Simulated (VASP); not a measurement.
A run of VASP 6.6.1:

File INCAR:

```
SYSTEM = P
PREC = Accurate
ENCUT = 500
EDIFF = 1E-6
ISMEAR = 0
SIGMA = 0.1
LREAL = .FALSE.
LASPH = .TRUE.
NELM = 120
ALGO = Normal
ISIF = 2
LWAVE = .FALSE.
LCHARG = .FALSE.
GGA = PS
NBANDS = 8
GGA_COMPAT = .FALSE.
```

KPOINTS

```
regular mesh
0
G
  8 8 8
  0 0 0
```

The input POSCAR:

```
P
1.0
    2.3555630955      0.0000000000      0.0000000000
    0.0000000000      2.3555630955      0.0000000000
    0.0000000000      0.0000000000      2.3555630955
P
1
Direct
    0.0000000000      0.0000000000      0.0000000000
```

Potentials or basis: VASP PAW PBE potentials, release 64 (P).

Command:

```sh
$ cat potpaw_PBE.64/P/POTCAR > POTCAR
$ mpirun -np 1 vasp_std > vasp.out
```

Hardware: 1 thread of Intel(R) Xeon(R) Platinum 8488C (Sapphire Rapids), with other jobs on the host.

Question: Estimate the wall time of this run.

Answer: It took 2.1 s on 1 thread of Intel(R) Xeon(R) Platinum 8488C (Sapphire Rapids) (shared host), peak memory 0.11 GiB. Counts: scf iterations 10, k points 35.
